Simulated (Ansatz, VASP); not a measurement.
# Ta2Si in VASP and in Ansatz

File INCAR:

```
PREC = Accurate
ENCUT = 520
EDIFF = 1E-6
ISMEAR = 0
SIGMA = 0.15
LREAL = False
LASPH = True
NELM = 60
ALGO = Fast
ISIF = 2
LWAVE = False
LCHARG = True
GGA = PS
LELF = True
LVHAR = True
NBANDS = 35
```

Contents of KPOINTS:

```
Automatic mesh
0
Gamma
  12 12 12
```

Contents of POSCAR:

```
Ta2Si
1.0
   -3.1911117883      3.1911117883      2.5198993614
    3.1911117883     -3.1911117883      2.5198993614
    3.1911117883      3.1911117883     -2.5198993614
Ta Si
4 2
Direct
    0.6630661939      0.8369338061      0.5000000000
    0.8369338061      0.3369338061      0.1738676123
    0.3369338061      0.1630661939      0.5000000000
    0.1630661939      0.6630661939      0.8261323878
    0.2500000000      0.2500000000      0.0000000000
    0.7500000000      0.7500000000      0.0000000000
```

Input for Ansatz:

```yaml
crystal:
  lattice:
    - [-3.1911117883, 3.1911117883, 2.5198993614]
    - [3.1911117883, -3.1911117883, 2.5198993614]
    - [3.1911117883, 3.1911117883, -2.5198993614]
  atoms:
    - { symbol: Ta, position: [0.6630661939, 0.8369338061, 0.5] }
    - { symbol: Ta, position: [0.8369338061, 0.3369338061, 0.1738676123] }
    - { symbol: Ta, position: [0.3369338061, 0.1630661939, 0.5] }
    - { symbol: Ta, position: [0.1630661939, 0.6630661939, 0.8261323878] }
    - { symbol: Si, position: [0.25, 0.25, 0.0] }
    - { symbol: Si, position: [0.75, 0.75, 0.0] }
basis:
  ecutwfc: 420
kpoints:
  mp_grid: { grid: [12, 12, 12] }
hamiltonian:
  xc: pbesol
scf:
  occupations: { method: gaussian, width: 0.15 }
output:
  forces: true
  stress: true
  eigenvalues: true
```

Change from the starting cell: strain +0.040 along x and y, +0.000 along z, atoms carried along.

Alike in both runs: task single point; functional PBEsol; k mesh 12 × 12 × 12; occupations gaussian, width 0.15 eV; no spin polarisation.

|  | VASP | Ansatz |
| --- | --- | --- |
| version | VASP 6.6.1 | Ansatz 0.2.0 |
| potentials or method | VASP PAW PBE potentials, release 64 (Ta_pv, Si), cutoff 520 eV | scalar-relativistic, plane waves, PAW |
| valence electrons in the cell | 52 | 60 |

```csv
,VASP,Ansatz,Ansatz less VASP
gap on the k mesh at the Fermi level (eV),none,none,-
pressure (GPa),-15.1,-15.2,-0.14
"traceless stress, the component that is largest in VASP (GPa)",5.00,5.02,+0.020
rms of the force components (eV/Å),0.054,0.057,+0.0022
```

VASP's potentials were made for PBE, not for PBEsol. Atom by atom the forces differ by 0.002 eV/Å (rms over components). A gap of «none» marks a metal or a gap that the smearing closes. VASP's potentials hold 52 valence electrons a cell and Ansatz's 60, so a difference there can come from the potentials and not from the codes.

Spin-orbit coupling is off throughout.
